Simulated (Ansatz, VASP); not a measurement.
PtSe2 in VASP and in Ansatz

```
CELL_PARAMETERS angstrom
1.89369 1.09332 5.91049
-1.89369 1.09332 5.91049
0.00000 -2.18664 5.91049
ATOMIC_POSITIONS crystal
Pt 0.00000 0.00000 0.00000
Se 0.26128 0.26128 0.26128
Se 0.73872 0.73872 0.73872
```

Change from the starting cell: hydrostatic strain +2.6%.

Alike in both runs: task single point; functional PBE; k mesh 8 × 8 × 8; occupations fermi-dirac, width 0.02 eV; no spin polarisation.

|  | VASP | Ansatz |
| --- | --- | --- |
| version | VASP 6.6.1 | Ansatz 0.2.0 |
| potentials or method | VASP PAW PBE potentials, release 64 (Pt, Se) | plane waves, PAW |
| plane-wave cutoff (eV) | 520 | 420 |
| valence electrons in the cell | 22 | 50 |

|  | VASP | Ansatz | Ansatz less VASP |
| --- | --- | --- | --- |
| pressure (GPa) | -0.2 | -0.2 | +0.04 |
| traceless stress, the component that is largest in VASP (GPa) | 1.29 | 1.28 | -0.010 |
| rms of the force components (eV/Å) | 0.039 | 0.040 | +0.0009 |

Atom by atom the forces differ by 0.001 eV/Å (rms over components). VASP's potentials hold 22 valence electrons a cell and Ansatz's 50, so a difference there can come from the potentials and not from the codes.

Neither program's run includes spin-orbit coupling.
